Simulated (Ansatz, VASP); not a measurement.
# CsPbCl3 in VASP and in Ansatz

```
Cs Pb Cl
1.0
     5.61865    0.00000    0.00000
     0.00000    5.61865    0.00000
     0.00000    0.00000    5.61865
Cs Pb Cl
1 1 3
Direct
  0.00000 0.00000 0.00000
  0.50000 0.50000 0.50000
  0.50000 0.50000 0.00000
  0.00000 0.50000 0.50000
  0.50000 0.00000 0.50000
```

Alike in both runs: task single point; functional PBEsol; k mesh 6 × 6 × 6; occupations gaussian, width 0.02 eV; no spin polarisation.

```csv
,VASP,Ansatz
version,VASP 6.6.1,Ansatz 0.2.0
potentials or method,"VASP PAW PBE potentials, release 64 (Cs_sv, Pb_d, Cl), cutoff 520 eV","scalar-relativistic, plane waves, PAW"
valence electrons in the cell,44,44
```

VASP gave:

* gap on the k mesh at the Fermi level (eV): 1.84
* least direct gap on the mesh (eV): 1.84

Q: Estimate Ansatz's values.

A: gap on the k mesh at the Fermi level (eV): 1.83; least direct gap on the mesh (eV): 1.83.

VASP's potentials were made for PBE, not for PBEsol.

Neither program's run includes spin-orbit coupling.
